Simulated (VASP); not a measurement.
# Mg9O8 (a cell with a defect) in VASP: single point with PBE

Aim: the single point of Mg9O8 (a cell with a defect) with PBE.

Program: VASP 6.6.1. These are calculated values, not measurements. Logs are shortened: lines on timing, memory, paths and dates and some standing lists are left out, and cuts for length are marked.

**1. The cell of the first run**

The cell holds a defect, 17 atoms: a = 5.694 Å, b = 5.694 Å, c = 5.694 Å, α = 60.00°, β = 60.00°, γ = 60.00°.

**2. Single point, PBE**

Input file INCAR:

```
SYSTEM = Mg9O8
PREC = Accurate
ENCUT = 750
EDIFF = 1E-6
ISMEAR = 0
SIGMA = 0.05
LREAL = Auto
LASPH = .True.
NELM = 120
ALGO = Normal
ISIF = 2
LWAVE = .False.
LCHARG = .False.
GGA = PE
NBANDS = 83
GGA_COMPAT = .False.
```

Input file KPOINTS:

```
regular mesh
0
Gamma
  2 2 2
  0 0 0
```

Input file POSCAR:

```
Mg9O8
1.0
    0.0000000000      4.0260000000      4.0260000000
    4.0260000000      0.0000000000      4.0260000000
    4.0260000000      4.0260000000      0.0000000000
Mg O
9 8
Direct
    0.0007779434     -0.0155178838      0.0143397914
    0.0408107303     -0.0259212618      0.5004453552
    0.0102193244      0.4936679086     -0.0031475410
   -0.0000545206      0.4898841282      0.5122730999
    0.4780301788      0.0003508445      0.0449834824
    0.4853938152     -0.0262425484      0.5009658470
    0.5003397914      0.4938686041     -0.0029796324
    0.4815977397      0.6114280924      0.4260224789
    0.5972239195      0.1925537755      0.6135366369
    0.2421265524      0.2578900894      0.2591970939
    0.2270291853      0.2159623696      0.7821896423
    0.2351733731      0.7515789866      0.2390951316
    0.2386381023      0.7494073522      0.7742071535
    0.7654077248      0.2357318679      0.2353558122
    0.7755694237      0.2170475658      0.7813344511
    0.7751592151      0.7509629906      0.2399461003
    0.7403277447      0.7687373323      0.7518212866
```

Potentials or basis: VASP PAW PBE potentials, release 64 (Mg_sv, O).

Run with:

```bash
$ cat potpaw_PBE.64/Mg_sv/POTCAR potpaw_PBE.64/O/POTCAR > POTCAR
$ mpirun -np 1 vasp_std > vasp.out
```

OUTCAR:

```text
SYSTEM = Mg9O8
   PREC = Accurate
   ENCUT = 750
   EDIFF = 1E-6
   ISMEAR = 0
   LREAL = Auto
   LASPH = .True.
   NELM = 120
   ISIF = 2
   GGA = PE

 ion  position               nearest neighbor table
   1  0.001  0.984  0.014-  11 1.84  15 1.85  16 1.85  12 1.85  14 1.90  13 1.91
   2  0.041  0.974  0.500-  13 1.91  10 1.97  12 1.97  17 2.05   9 2.09  15 2.11
   3  0.010  0.494  0.997-  13 1.95  10 1.99  11 2.00  16 2.02  14 2.03  17 2.08
   4  1.000  0.490  0.512-  10 1.95  12 2.01  16 2.01  11 2.01  15 2.01  17 2.09
   5  0.478  0.000  0.045-  10 1.90  12 2.00  16 2.00   9 2.02  11 2.08  15 2.08  17 2.12   8 2.19

   6  0.485  0.974  0.501-  13 1.91  10 1.97  16 1.97  17 2.05   9 2.09  11 2.11
   7  0.500  0.494  0.997-  13 1.96  10 1.99  15 2.00  12 2.01  14 2.03  17 2.08
   8  0.482  0.611  0.426-  12 1.81  16 1.81   9 1.96  13 2.05   5 2.19
   9  0.597  0.193  0.614-  11 1.79  15 1.79  14 1.80   8 1.96  17 1.97   5 2.02   6 2.09   2 2.09

  10  0.242  0.258  0.259-   5 1.90   4 1.95   6 1.97   2 1.97   7 1.99   3 1.99
  11  0.227  0.216  0.782-   9 1.79   1 1.84   3 2.00   4 2.01   5 2.08   6 2.11
  12  0.235  0.752  0.239-   8 1.81   1 1.85   2 1.97   5 2.00   4 2.01   7 2.01
  13  0.239  0.749  0.774-   6 1.91   2 1.91   1 1.91   3 1.95   7 1.96   8 2.05
  14  0.765  0.236  0.235-   9 1.80   1 1.90   3 2.03   7 2.03
  15  0.776  0.217  0.781-   9 1.79   1 1.85   7 2.00   4 2.01   5 2.08   2 2.11
  16  0.775  0.751  0.240-   8 1.81   1 1.85   6 1.97   5 2.00   4 2.01   3 2.02
  17  0.740  0.769  0.752-   9 1.97   2 2.05   6 2.05   7 2.08   3 2.08   4 2.09   5 2.12

  LATTYP: Found a face centered cubic cell.
 ALAT       =     8.0520000000

  Lattice vectors:

 A1 = (   0.0000000000,   4.0260000000,   4.0260000000)
 A2 = (   4.0260000000,   0.0000000000,   4.0260000000)
 A3 = (   4.0260000000,   4.0260000000,   0.0000000000)

Analysis of symmetry for initial positions (statically):
=====================================================================
 Subroutine PRICEL returns:
 Original cell was already a primitive cell.

 Routine SETGRP: Setting up the symmetry group for a
 face centered cubic supercell.

 Subroutine GETGRP returns: Found  1 space group operations
 (whereof  1 operations were pure point group operations)
 out of a pool of 48 trial point group operations.

The static configuration has the point symmetry C_1 .

Analysis of symmetry for dynamics (positions and initial velocities):
=====================================================================
 Subroutine PRICEL returns:
 Original cell was already a primitive cell.

 Routine SETGRP: Setting up the symmetry group for a
 face centered cubic supercell.

 Subroutine GETGRP returns: Found  1 space group operations
 (whereof  1 operations were pure point group operations)
 out of a pool of 48 trial point group operations.

The dynamic configuration has the point symmetry C_1 .

 Subroutine INISYM returns: Found  1 space group operations
 (whereof  1 operations are pure point group operations),
 and found     1 'primitive' translations

----------------------------------------------------------------------------------------

                                     Primitive cell

  volume of cell :     130.5123

  direct lattice vectors                    reciprocal lattice vectors
     0.000000000  4.026000000  4.026000000    -0.124192747  0.124192747  0.124192747
     4.026000000  0.000000000  4.026000000     0.124192747 -0.124192747  0.124192747
     4.026000000  4.026000000  0.000000000     0.124192747  0.124192747 -0.124192747

  length of vectors
     5.693623802  5.693623802  5.693623802     0.215108148  0.215108148  0.215108148

  position of ions in fractional coordinates (direct lattice)
     0.000777943  0.984482116  0.014339791
     0.040810730  0.974078738  0.500445355
     0.010219324  0.493667909  0.996852459
     0.999945479  0.489884128  0.512273100
     0.478030179  0.000350844  0.044983482
     0.485393815  0.973757452  0.500965847
[... 9 lines left out ...]
     0.775159215  0.750962991  0.239946100
     0.740327745  0.768737332  0.751821287

  ion indices of the primitive-cell ions
   primitive index   ion index
                 1           1
                 2           2
                 3           3
                 4           4
                 5           5
                 6           6
[... 9 lines left out ...]
                16          16
                17          17

----------------------------------------------------------------------------------------

 KPOINTS: regular mesh

Automatic generation of k-mesh.
 Grid dimensions read from file:
 generate k-points for:    2    2    2

 Generating k-lattice:

  Cartesian coordinates                     Fractional coordinates (reciprocal lattice)
    -0.062096374  0.062096374  0.062096374     0.500000000  0.000000000  0.000000000
     0.062096374 -0.062096374  0.062096374     0.000000000  0.500000000  0.000000000
     0.062096374  0.062096374 -0.062096374     0.000000000  0.000000000  0.500000000

  Length of vectors
     0.107554074  0.107554074  0.107554074

  Shift w.r.t. Gamma in fractional coordinates (k-lattice)
     0.000000000  0.000000000  0.000000000

 Subroutine IBZKPT returns following result:
 ===========================================

 Found      8 irreducible k-points:

 Following reciprocal coordinates:
            Coordinates               Weight
  0.000000  0.000000  0.000000      1.000000
  0.500000  0.000000  0.000000      1.000000
  0.000000  0.500000  0.000000      1.000000
  0.000000  0.000000  0.500000      1.000000
  0.500000  0.500000  0.500000      1.000000
  0.500000  0.500000  0.000000      1.000000
  0.000000  0.500000  0.500000      1.000000
  0.500000  0.000000  0.500000      1.000000
   k-points           NKPTS =      8   k-points in BZ     NKDIM =      8   number of bands    NBANDS=     83
   number of dos      NEDOS =    301   number of ions     NIONS =     17
   total plane-waves  NPLWV = 157464
   dimension x,y,z NGX =    54 NGY =   54 NGZ =   54
   dimension x,y,z NGXF=   108 NGYF=  108 NGZF=  108
   ions per type =               9   8
   NGX,Y,Z   is equivalent  to a cutoff of  15.77, 15.77, 15.77 a.u.
   NGXF,Y,Z  is equivalent  to a cutoff of  31.53, 31.53, 31.53 a.u.
 SYSTEM =  Mg9O8
   PREC   = accura    normal or accurate (medium, high low for compatibility)
   ISTART =      0    job   : 0-new  1-cont  2-samecut
   ICHARG =      2    charge: 1-file 2-atom 10-const
   ISPIN  =      1    spin polarized calculation?
   LNONCOLLINEAR =      F non collinear calculations
   LSORBIT =      F    spin-orbit coupling
   LASPH  =      T    aspherical Exc in radial PAW
   ENCUT  =  750.0 eV  55.12 Ry    7.42 a.u.  12.71 12.71 12.71*2*pi/ulx,y,z
   NELM   =    120;   NELMIN=  2; NELMDL= -5     # of ELM steps
   EDIFF  = 0.1E-05   stopping-criterion for ELM
   LREAL  =      T    real-space projection
   EDIFFG = 0.1E-04   stopping-criterion for IOM
   NSW    =      0    number of steps for IOM
   IBRION =     -1    ionic relax: 0-MD 1-quasi-New 2-CG
   NFREE  =      0    steps in history (QN), initial steepest desc. (CG)
   ISIF   =      2    stress and relaxation
   ISYM   =      2    0-nonsym 1-usesym 2-fastsym
   POTIM  = 0.5000    time-step for ionic-motion
   TEBEG  =    0.0;   TEEND  =   0.0 temperature during run
   PSTRESS=    0.0 pullay stress
   NELECT =     138.0000    total number of electrons
   NUPDOWN=      -1.0000    fix difference up-down
   EMIN   =  10.00;   EMAX   =-10.00  energy-range for DOS
   EFERMI =   0.00;   METHOD = LEGACY
   ISMEAR =     0;   SIGMA  =   0.05  broadening in eV -4-tet -1-fermi 0-gaus
   EFERMI_NEDOS =   21; number of points for ismear=-14 and -15
   IALGO  =     38    algorithm
   IMIX   =      4    mixing-type and parameters
     AMIX     =   0.40;   BMIX     =  1.00
     AMIX_MAG =   1.60;   BMIX_MAG =  1.00
  volume/ion in A,a.u.               =       7.68        51.81
  Fermi-wavevector in a.u.,A,eV,Ry     =   1.667826  3.151734 37.846561  2.781644
  Thomas-Fermi vector in A             =   2.753780
   LORBIT       =      0    0 simple, 1 ext, 2 COOP (PROOUT), +10 PAW based schemes
   GGA     = PE    functional components
   LHFCALC =     F    Hartree Fock is set to
   AEXX    =    0.0000 exact exchange contribution
   IVDW    =     0    specifies the selected vdW correction
   LEPSILON=     F    determine dielectric tensor
   LRPA    =     F    only Hartree local field effects (RPA)
 non-spin polarized calculation
 Gauss-broadening in eV      SIGMA  =   0.05
  energy-cutoff  :      750.00
  volume of cell :      130.51
 maximum number of plane-waves:      6116
 NGX is ok and might be reduce to    54
   NGX = 25   NGY = 25   NGZ = 25

 number of electron     138.0000001 magnetization

 Free energy of the ion-electron system (eV)
  ---------------------------------------------------
  ext. energy  EPLUGINS =         0.00000000
  ---------------------------------------------------
  free energy    TOTEN  =       -73.85177926 eV

  energy without entropy =      -73.84246494  energy(sigma->0) =      -73.84712210

 E-fermi :  11.9166     XC(G=0): -12.4999

 val. band max:       11.8936948753   @ k =   0.5000   0.5000   0.0000
 cond. band min:      11.9168290562   @ k =   0.0000   0.5000   0.5000
 fundamental gap:      0.0231341808
 Fermi energy:        11.9166120903

 k-point     1 :       0.0000    0.0000    0.0000
  band No.  band energies     occupation
      1     -68.3135      2.00000
      2     -68.1451      2.00000
      3     -67.9825      2.00000
      4     -67.9710      2.00000
      5     -67.1249      2.00000
      6     -67.1148      2.00000
[... 73 lines left out ...]
     80      17.8977      0.00000
     81      18.1881      0.00000

 k-point     2 :       0.5000    0.0000    0.0000
  band No.  band energies     occupation
      1     -68.3123      2.00000
      2     -68.1452      2.00000
      3     -67.9943      2.00000
      4     -67.9606      2.00000
      5     -67.1237      2.00000
      6     -67.1152      2.00000
[... 73 lines left out ...]
     80      17.0719      0.00000
     81      17.2935      0.00000

 k-point     3 :       0.0000    0.5000    0.0000
  band No.  band energies     occupation
      1     -68.3114      2.00000
      2     -68.1459      2.00000
      3     -67.9825      2.00000
      4     -67.9732      2.00000
      5     -67.1250      2.00000
      6     -67.1148      2.00000
[... 73 lines left out ...]
     80      17.1442      0.00000
     81      17.1754      0.00000

 k-point     4 :       0.0000    0.0000    0.5000
  band No.  band energies     occupation
      1     -68.3092      2.00000
      2     -68.1519      2.00000
      3     -67.9825      2.00000
      4     -67.9691      2.00000
      5     -67.1231      2.00000
      6     -67.1165      2.00000
[... 73 lines left out ...]
     80      17.1419      0.00000
     81      17.3228      0.00000

 k-point     5 :       0.5000    0.5000    0.5000
  band No.  band energies     occupation
      1     -68.3123      2.00000
      2     -68.1453      2.00000
      3     -67.9943      2.00000
      4     -67.9606      2.00000
      5     -67.1240      2.00000
      6     -67.1144      2.00000
[... 73 lines left out ...]
     80      17.0767      0.00000
     81      17.2886      0.00000

 k-point     6 :       0.5000    0.5000    0.0000
  band No.  band energies     occupation
      1     -68.3102      2.00000
      2     -68.1475      2.00000
      3     -67.9943      2.00000
      4     -67.9606      2.00000
      5     -67.1236      2.00000
      6     -67.1152      2.00000
[... 73 lines left out ...]
     80      16.7803      0.00000
     81      17.1614      0.00000

 k-point     7 :       0.0000    0.5000    0.5000
  band No.  band energies     occupation
      1     -68.3111      2.00000
      2     -68.1480      2.00000
      3     -67.9825      2.00000
      4     -67.9709      2.00000
      5     -67.1231      2.00000
      6     -67.1165      2.00000
[... 73 lines left out ...]
     80      16.6927      0.00000
     81      17.2617      0.00000

 k-point     8 :       0.5000    0.0000    0.5000
  band No.  band energies     occupation
      1     -68.3102      2.00000
      2     -68.1476      2.00000
      3     -67.9942      2.00000
      4     -67.9607      2.00000
      5     -67.1240      2.00000
      6     -67.1143      2.00000
[... 73 lines left out ...]
     80      16.7883      0.00000
     81      17.1615      0.00000
 [bands above 81 left out]

------------------------ aborting loop because EDIFF is reached ----------------------------------------

  FORCE on cell =-STRESS in cart. coord.  units (eV):
  Direction    XX          YY          ZZ          XY          YZ          ZX
  --------------------------------------------------------------------------------------
  -------------------------------------------------------------------------------------
  Total       65.7935634     73.6351918     73.8585911     -2.2197277     -4.2377345      2.2234510
  in kB      807.6862385    903.9505996    906.6930654    -27.2495273    -52.0227155     27.2952354
  external PRESSURE =     872.7766345 kB  Pullay stress =       0.0000000 kB

 VOLUME and BASIS-vectors are now :
 -----------------------------------------------------------------------------
  energy-cutoff  :      750.00
  volume of cell :      130.51
      direct lattice vectors                 reciprocal lattice vectors
     0.000000000  4.026000000  4.026000000    -0.124192747  0.124192747  0.124192747
     4.026000000  0.000000000  4.026000000     0.124192747 -0.124192747  0.124192747
     4.026000000  4.026000000  0.000000000     0.124192747  0.124192747 -0.124192747

 POSITION                                       TOTAL-FORCE (eV/Angst)
 -----------------------------------------------------------------------------------
      4.02126      0.06086      3.96666        -0.152318      0.038838     -0.038542
      5.93643      2.17910      4.08595         0.092831     -0.233038      0.119619
      6.00083      4.05447      2.02865         0.074854     -0.060449     -0.145584
      4.03469      6.08819      5.99805         0.014589     -0.011022      0.012085
      0.18252      2.10565      1.92596        -0.150010      0.028058     -0.032092
      5.93724      3.97108      5.87454         0.089781     -0.119824      0.240580
[... 9 lines left out ...]
      3.98940      4.08681      6.14417        -0.046110     -0.024902     -0.056556
      6.12177      6.00739      6.07550        -0.093806     -0.028792      0.032386
 -----------------------------------------------------------------------------------
    total drift:                                0.013779     -0.001400      0.003690

  FREE ENERGIE OF THE ION-ELECTRON SYSTEM (eV)
  ---------------------------------------------------
  free  energy   TOTEN  =       -73.8517792640 eV

  energy  without entropy=      -73.8424649388  energy(sigma->0) =      -73.84712210
```

It took 4.1 min on 1 thread of AMD EPYC 9R14 (Zen 4), shared host; peak memory 0.38 GiB.

Results:

* Free energy: -73.8518 eV
* Pressure: 87.3 GPa
* Largest force: 0.957 eV/Å
* Band gap on the k mesh: zero (bands 69 and 70 overlap by 0.28 eV)

Forces on the atoms (eV/Å):
```
Mg  -0.152  0.039 -0.039
Mg   0.093 -0.233  0.120
Mg   0.075 -0.060 -0.146
Mg   0.015 -0.011  0.012
Mg  -0.150  0.028 -0.032
Mg   0.090 -0.120  0.241
Mg   0.078  0.151  0.060
Mg   0.864  0.292 -0.292
Mg  -0.196  0.051 -0.060
O   -0.007 -0.094  0.091
O   -0.043 -0.030 -0.008
O   -0.043  0.063  0.015
O   -0.294 -0.051  0.051
O   -0.146  0.016 -0.024
O   -0.043  0.013  0.035
O   -0.046 -0.025 -0.057
O   -0.094 -0.029  0.032
```

Levels at points of the mesh, in eV from the Fermi level:
```csv
k point,band 67,band 68,band 69,band 70,band 71,band 72
"(0.00, 0.00, 0.00)",-7.60,-7.39,-2.06,-0.28,0.48,0.58
"(0.50, 0.00, 0.00)",-7.77,-7.65,-0.48,0.21,0.83,1.79
"(0.00, 0.50, 0.00)",-7.88,-7.85,-0.30,0.14,1.47,1.63
"(0.00, 0.00, 0.50)",-7.80,-7.61,-0.46,0.09,1.15,1.77
"(0.50, 0.50, 0.50)",-7.77,-7.65,-0.48,0.20,0.84,1.79
"(0.50, 0.50, 0.00)",-8.09,-7.87,-0.02,0.79,1.57,2.20
"(0.00, 0.50, 0.50)",-8.05,-8.00,0.00,0.85,1.52,2.00
"(0.50, 0.00, 0.50)",-8.09,-7.87,-0.02,0.79,1.56,2.20
```

Caveat: the k points lie up to 0.68 Å⁻¹ apart.
